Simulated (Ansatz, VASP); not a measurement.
**Two plane-wave programs on HfF**

INCAR

```
ALGO = Normal
EDIFF = 1E-6
EDIFFG = -0.01
ENCUT = 600
GGA = PE
IBRION = 2
ISIF = 3
ISMEAR = 0
LASPH = True
LCHARG = False
LREAL = False
LWAVE = False
NELM = 100
NSW = 100
PREC = Accurate
SIGMA = 0.1
```

Contents of KPOINTS:

```
k-points
0
Gamma
  20 20 20
```

The input POSCAR:

```
HfF
1.0
    0.0000000000      2.4837228062      2.4837228062
    2.4837228062      0.0000000000      2.4837228062
    2.4837228062      2.4837228062      0.0000000000
Hf F
1 1
Direct
    0.0000000000      0.0000000000      0.0000000000
    0.5000000000      0.5000000000      0.5000000000
```

Input for Ansatz:

```yaml
crystal:
  lattice:
    - [0.0, 2.4837228062, 2.4837228062]
    - [2.4837228062, 0.0, 2.4837228062]
    - [2.4837228062, 2.4837228062, 0.0]
  atoms:
    - { symbol: Hf, position: [0.0, 0.0, 0.0] }
    - { symbol: F, position: [0.5, 0.5, 0.5] }
basis:
  ecutwfc: 420
kpoints:
  mp_grid: { grid: [20, 20, 20] }
hamiltonian:
  xc: pbe
scf:
  occupations: { method: gaussian, width: 0.1 }
output:
  forces: true
  stress: true
  eigenvalues: true
relax:
  adjacent_minimum: "off"
  f_tol: 0.01
  max_steps: 80
  cell: { stress_tol: 0.05 }
```

Alike in both runs: task relaxation of cell and atoms; functional PBE; k mesh 20 × 20 × 20; occupations gaussian, width 0.1 eV; no spin polarisation.

|  | VASP | Ansatz |
| --- | --- | --- |
| version | VASP 6.6.1 | Ansatz 0.2.0 |
| potentials or method | VASP PAW PBE potentials, release 64 (Hf_pv, F), cutoff 600 eV | scalar-relativistic, plane waves, PAW |
| valence electrons in the cell | 17 | 33 |

```tsv
	VASP	Ansatz	Ansatz less VASP
gap on the k mesh at the Fermi level, each at its own relaxed structure (eV)	none	none	-
relaxed volume (Å³/atom)	14.68	14.94	+0.256
relaxed cell length with the largest relative difference (Å)	3.463	3.483	+0.0200
```

A gap of «none» marks a metal or a gap that the smearing closes. VASP's potentials hold 17 valence electrons a cell and Ansatz's 33, so a difference there can come from the potentials and not from the codes.

Neither program's run includes spin-orbit coupling.
